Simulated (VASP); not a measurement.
# W5F in VASP: single point with PBEsol

Aim: the single point of W5F with PBEsol.

Everything below comes from runs of VASP 6.6.1. Logs are shortened: lines on timing, memory, paths and dates and some standing lists are left out, and cuts for length are marked.

### Step 1. The cell of the first run

The cell holds a slab with vacuum, 6 atoms: a = 3.154 Å, b = 3.154 Å, c = 25.309 Å, α = 90.00°, β = 90.00°, γ = 90.00°.

### Step 2. Single point, PBEsol

INCAR reads:

```
SYSTEM = W5F
PREC = Accurate
ENCUT = 520
EDIFF = 1E-6
ISMEAR = 0
SIGMA = 0.1
LREAL = .False.
LASPH = .True.
NELM = 80
ALGO = Normal
ISIF = 2
LWAVE = .False.
LCHARG = .False.
LDIPOL = .True.
IDIPOL = 3
DIPOL = 0.5 0.5 0.489
GGA = PS
NBANDS = 48
```

KPOINTS reads:

```
Automatic mesh
0
Gamma
  9 9 1
  0 0 0
```

POSCAR reads:

```
W5F
1.0
    3.1543602768      0.0000000000      0.0000000000
    0.0000000000      3.1543602768      0.0000000000
    0.0000000000      0.0000000000     25.3087205537
W F
5 1
Direct
    0.5000000000      0.5000000000      0.3358526158
    0.0000000000      0.0000000000      0.3981702717
    0.5000000000      0.5000000000      0.4593753927
    0.0000000000      0.0000000000      0.5221644104
    0.5000000000      0.5000000000      0.5820363734
    0.0000000000      0.5000000000      0.6383930884
```

Potentials or basis: VASP PAW PBE potentials, release 64 (W_sv, F).

On the command line:

```bash
cat potpaw_PBE.64/W_sv/POTCAR potpaw_PBE.64/F/POTCAR > POTCAR
mpirun -np 1 vasp_std > vasp.out
```

OUTCAR:

```text
SYSTEM = W5F
   PREC = Accurate
   ENCUT = 520
   EDIFF = 1E-6
   ISMEAR = 0
   LREAL = .False.
   LASPH = .True.
   NELM = 80
   ISIF = 2
   GGA = PS

 ion  position               nearest neighbor table
   1  0.500  0.500  0.336-   2 2.73   2 2.73   2 2.73   2 2.73   3 3.13
   2  0.000  0.000  0.398-   3 2.72   3 2.72   3 2.72   3 2.72   1 2.73   1 2.73   1 2.73   1 2.73
                             4 3.14
   3  0.500  0.500  0.459-   2 2.72   2 2.72   2 2.72   2 2.72   4 2.74   4 2.74   4 2.74   4 2.74
                             5 3.10   1 3.13
   4  0.000  0.000  0.522-   5 2.70   5 2.70   5 2.70   5 2.70   3 2.74   3 2.74   3 2.74   3 2.74
                             2 3.14
   5  0.500  0.500  0.582-   6 2.13   6 2.13   4 2.70   4 2.70   4 2.70   4 2.70   3 3.10
   6  0.000  0.500  0.638-   5 2.13   5 2.13

  LATTYP: Found a simple tetragonal cell.
 ALAT       =     3.1543602768
 C/A-ratio  =     8.0234083405

  Lattice vectors:

 A1 = (   3.1543602768,   0.0000000000,   0.0000000000)
 A2 = (   0.0000000000,   3.1543602768,   0.0000000000)
 A3 = (   0.0000000000,   0.0000000000,  25.3087205537)

Analysis of symmetry for initial positions (statically):
=====================================================================
 Subroutine PRICEL returns:
 Original cell was already a primitive cell.

 Routine SETGRP: Setting up the symmetry group for a
 simple tetragonal supercell.

 Subroutine GETGRP returns: Found  4 space group operations
 (whereof  4 operations were pure point group operations)
 out of a pool of 16 trial point group operations.

The static configuration has the point symmetry C_2v.

Analysis of symmetry for dynamics (positions and initial velocities):
=====================================================================
 Subroutine PRICEL returns:
 Original cell was already a primitive cell.

 Routine SETGRP: Setting up the symmetry group for a
 simple tetragonal supercell.

 Subroutine GETGRP returns: Found  4 space group operations
 (whereof  4 operations were pure point group operations)
 out of a pool of 16 trial point group operations.

The dynamic configuration has the point symmetry C_2v.

 Subroutine INISYM returns: Found  4 space group operations
 (whereof  4 operations are pure point group operations),
 and found     1 'primitive' translations

----------------------------------------------------------------------------------------

                                     Primitive cell

  volume of cell :     251.8215

  direct lattice vectors                    reciprocal lattice vectors
     3.154360277  0.000000000  0.000000000     0.317021492  0.000000000  0.000000000
     0.000000000  3.154360277  0.000000000     0.000000000  0.317021492  0.000000000
     0.000000000  0.000000000 25.308720554     0.000000000  0.000000000  0.039512072

  length of vectors
     3.154360277  3.154360277 25.308720554     0.317021492  0.317021492  0.039512072

  position of ions in fractional coordinates (direct lattice)
     0.500000000  0.500000000  0.335852616
     0.000000000  0.000000000  0.398170272
     0.500000000  0.500000000  0.459375393
     0.000000000  0.000000000  0.522164410
     0.500000000  0.500000000  0.582036373
     0.000000000  0.500000000  0.638393088

  ion indices of the primitive-cell ions
   primitive index   ion index
                 1           1
                 2           2
                 3           3
                 4           4
                 5           5
                 6           6

----------------------------------------------------------------------------------------

 KPOINTS: Automatic mesh

Automatic generation of k-mesh.
 Grid dimensions read from file:
 generate k-points for:    9    9    1

 Generating k-lattice:

  Cartesian coordinates                     Fractional coordinates (reciprocal lattice)
     0.035224610  0.000000000  0.000000000     0.111111111  0.000000000  0.000000000
     0.000000000  0.035224610  0.000000000     0.000000000  0.111111111  0.000000000
     0.000000000  0.000000000  0.039512072     0.000000000  0.000000000  1.000000000

  Length of vectors
     0.035224610  0.035224610  0.039512072

  Shift w.r.t. Gamma in fractional coordinates (k-lattice)
     0.000000000  0.000000000  0.000000000

 Subroutine IBZKPT returns following result:
 ===========================================

 Found     25 irreducible k-points:

 Following reciprocal coordinates:
            Coordinates               Weight
  0.000000  0.000000  0.000000      1.000000
  0.111111  0.000000  0.000000      2.000000
  0.000000  0.111111  0.000000      2.000000
  0.222222  0.000000  0.000000      2.000000
  0.000000  0.222222  0.000000      2.000000
  0.333333  0.000000  0.000000      2.000000
[... 16 lines left out ...]
  0.444444  0.333333  0.000000      4.000000
 -0.333333  0.444444  0.000000      4.000000
   k-points           NKPTS =     25   k-points in BZ     NKDIM =     25   number of bands    NBANDS=     48
   number of dos      NEDOS =    301   number of ions     NIONS =      6
   total plane-waves  NPLWV = 110592
   dimension x,y,z NGX =    24 NGY =   24 NGZ =  192
   dimension x,y,z NGXF=    48 NGYF=   48 NGZF=  384
   ions per type =               5   1
   NGX,Y,Z   is equivalent  to a cutoff of  12.65, 12.65, 12.61 a.u.
   NGXF,Y,Z  is equivalent  to a cutoff of  25.30, 25.30, 25.22 a.u.
 SYSTEM =  W5F
   PREC   = accura    normal or accurate (medium, high low for compatibility)
   ISTART =      0    job   : 0-new  1-cont  2-samecut
   ICHARG =      2    charge: 1-file 2-atom 10-const
   ISPIN  =      1    spin polarized calculation?
   LNONCOLLINEAR =      F non collinear calculations
   LSORBIT =      F    spin-orbit coupling
   LASPH  =      T    aspherical Exc in radial PAW
   ENCUT  =  520.0 eV  38.22 Ry    6.18 a.u.   5.87  5.87 47.06*2*pi/ulx,y,z
   NELM   =     80;   NELMIN=  2; NELMDL= -5     # of ELM steps
   EDIFF  = 0.1E-05   stopping-criterion for ELM
   LREAL  =      F    real-space projection
   EDIFFG = 0.1E-04   stopping-criterion for IOM
   NSW    =      0    number of steps for IOM
   IBRION =     -1    ionic relax: 0-MD 1-quasi-New 2-CG
   NFREE  =      0    steps in history (QN), initial steepest desc. (CG)
   ISIF   =      2    stress and relaxation
   ISYM   =      2    0-nonsym 1-usesym 2-fastsym
   POTIM  = 0.5000    time-step for ionic-motion
   TEBEG  =    0.0;   TEEND  =   0.0 temperature during run
   PSTRESS=    0.0 pullay stress
   NELECT =      77.0000    total number of electrons
   NUPDOWN=      -1.0000    fix difference up-down
   EMIN   =  10.00;   EMAX   =-10.00  energy-range for DOS
   EFERMI =   0.00;   METHOD = LEGACY
   ISMEAR =     0;   SIGMA  =   0.10  broadening in eV -4-tet -1-fermi 0-gaus
   EFERMI_NEDOS =   21; number of points for ismear=-14 and -15
   IALGO  =     38    algorithm
   IMIX   =      4    mixing-type and parameters
     AMIX     =   0.40;   BMIX     =  1.00
     AMIX_MAG =   1.60;   BMIX_MAG =  1.00
  volume/ion in A,a.u.               =      41.97       283.23
  Fermi-wavevector in a.u.,A,eV,Ry     =   1.102912  2.084201 16.550325  1.216415
  Thomas-Fermi vector in A             =   2.239362
   LORBIT       =      0    0 simple, 1 ext, 2 COOP (PROOUT), +10 PAW based schemes
   GGA     = PS    functional components
   LHFCALC =     F    Hartree Fock is set to
   AEXX    =    0.0000 exact exchange contribution
   IVDW    =     0    specifies the selected vdW correction
   LEPSILON=     F    determine dielectric tensor
   LRPA    =     F    only Hartree local field effects (RPA)
 non-spin polarized calculation
 Gauss-broadening in eV      SIGMA  =   0.10
  energy-cutoff  :      520.00
  volume of cell :      251.82
 maximum number of plane-waves:      6860
   NGX = 11   NGY = 11   NGZ = 95

 dipolmoment           0.000000      0.000000     -0.102736 electrons x Angstroem

 number of electron      76.9999993 magnetization

 dipolmoment           0.000000      0.000000      0.060375 electrons x Angstroem

 Free energy of the ion-electron system (eV)
  ---------------------------------------------------
  ext. energy  EPLUGINS =         0.00000000
  ---------------------------------------------------
  free energy    TOTEN  =       -69.88052360 eV

  energy without entropy =      -69.84876987  energy(sigma->0) =      -69.86464674

 E-fermi :   0.4615     XC(G=0):  -5.4940

 val. band max:        0.4335536098   @ k =   0.3333   0.2222   0.0000
 cond. band min:       0.4801401846   @ k =   0.0000   0.4444   0.0000
 fundamental gap:      0.0465865747
 Fermi energy:         0.4614878945

 k-point     1 :       0.0000    0.0000    0.0000
  band No.  band energies     occupation
      1     -73.9453      2.00000
      2     -73.5617      2.00000
      3     -73.5082      2.00000
      4     -73.3012      2.00000
      5     -73.2016      2.00000
      6     -38.3650      2.00000
[... 40 lines left out ...]
     47       2.7633      0.00000
     48       3.3956      0.00000

 k-point     2 :       0.1111    0.0000    0.0000
  band No.  band energies     occupation
      1     -73.9434      2.00000
      2     -73.5565      2.00000
      3     -73.5064      2.00000
      4     -73.3035      2.00000
      5     -73.2027      2.00000
      6     -38.3788      2.00000
[... 40 lines left out ...]
     47       3.1098      0.00000
     48       3.3743      0.00000

 k-point     3 :       0.0000    0.1111    0.0000
  band No.  band energies     occupation
      1     -73.9435      2.00000
      2     -73.5565      2.00000
      3     -73.5064      2.00000
      4     -73.3035      2.00000
      5     -73.2027      2.00000
      6     -38.3777      2.00000
[... 40 lines left out ...]
     47       3.1357      0.00000
     48       3.1760      0.00000

 k-point     4 :       0.2222    0.0000    0.0000
  band No.  band energies     occupation
      1     -73.9384      2.00000
      2     -73.5430      2.00000
      3     -73.5019      2.00000
      4     -73.3100      2.00000
      5     -73.2056      2.00000
      6     -38.4230      2.00000
[... 958 lines left out ...]
     47       3.5322      0.00000
     48       3.7906      0.00000

 k-point    23 :       0.4444    0.3333    0.0000
  band No.  band energies     occupation
      1     -73.9224      2.00000
      2     -73.5074      2.00000
      3     -73.4845      2.00000
      4     -73.3203      2.00000
      5     -73.2039      2.00000
      6     -38.4915      2.00000
[... 40 lines left out ...]
     47       3.7437      0.00000
     48       3.9638      0.00000

 k-point    24 :      -0.3333    0.4444    0.0000
  band No.  band energies     occupation
      1     -73.9226      2.00000
      2     -73.5074      2.00000
      3     -73.4845      2.00000
      4     -73.3203      2.00000
      5     -73.2039      2.00000
      6     -38.4604      2.00000
[... 40 lines left out ...]
     47       3.8192      0.00000
     48       3.8895      0.00000

 [... further k-points ...]

------------------------ aborting loop because EDIFF is reached ----------------------------------------

 vacuum level on the upper side and lower side of the slab       (xc-potential included)         0.345        -0.744

  FORCE on cell =-STRESS in cart. coord.  units (eV):
  Direction    XX          YY          ZZ          XY          YZ          ZX
  --------------------------------------------------------------------------------------
  -------------------------------------------------------------------------------------
  Total       -9.8846970     -5.3288011     -2.2972100      0.0000000      0.0000000      0.0000000
  in kB      -62.8899373    -33.9037169    -14.6156624      0.0000000      0.0000000      0.0000000
  external PRESSURE =     -37.1364389 kB  Pullay stress =       0.0000000 kB

 VOLUME and BASIS-vectors are now :
 -----------------------------------------------------------------------------
  energy-cutoff  :      520.00
  volume of cell :      251.82
      direct lattice vectors                 reciprocal lattice vectors
     3.154360277  0.000000000  0.000000000     0.317021492  0.000000000  0.000000000
     0.000000000  3.154360277  0.000000000     0.000000000  0.317021492  0.000000000
     0.000000000  0.000000000 25.308720554     0.000000000  0.000000000  0.039512072

 POSITION                                       TOTAL-FORCE (eV/Angst)
 -----------------------------------------------------------------------------------
      1.57718      1.57718      8.50000         0.000000      0.000000      1.653270
      0.00000      0.00000     10.07718         0.000000      0.000000     -1.713440
      1.57718      1.57718     11.62620         0.000000      0.000000      0.007068
      0.00000      0.00000     13.21531         0.000000      0.000000      0.009953
      1.57718      1.57718     14.73060         0.000000      0.000000     -0.076026
      0.00000      1.57718     16.15691         0.000000      0.000000      0.119175
 -----------------------------------------------------------------------------------
    total drift:                                0.000000     -0.000000      0.000653

  FREE ENERGIE OF THE ION-ELECTRON SYSTEM (eV)
  ---------------------------------------------------
  free  energy   TOTEN  =       -69.8805235964 eV

  energy  without entropy=      -69.8487698738  energy(sigma->0) =      -69.86464674

 vacuum level on the upper side and lower side of the slab         5.742         4.645
```

Wall time 3.6 min (1 thread of Intel Xeon 6975P-C (Granite Rapids), shared host); peak memory 0.45 GiB.

What came out:

| Quantity | Value |
| --- | --- |
| Free energy | -69.8805 eV |
| Largest force | 1.713 eV/Å |
| Band gap on the k mesh | zero (an odd number of electrons rules out a gap without spin polarisation) |

Forces in eV/Å, atoms in the order of the input:
```
W    0.000  0.000  1.653
W    0.000  0.000 -1.713
W    0.000  0.000  0.007
W    0.000  0.000  0.010
W    0.000  0.000 -0.076
F    0.000  0.000  0.119
```

Caveat: the PAW data sets were made with another functional, which shifts forces and pressure a little; spin-orbit coupling is left out, which moves the levels of the heavy elements.

The gap in the log of VASP goes by the Fermi energy; the results here count the filled bands.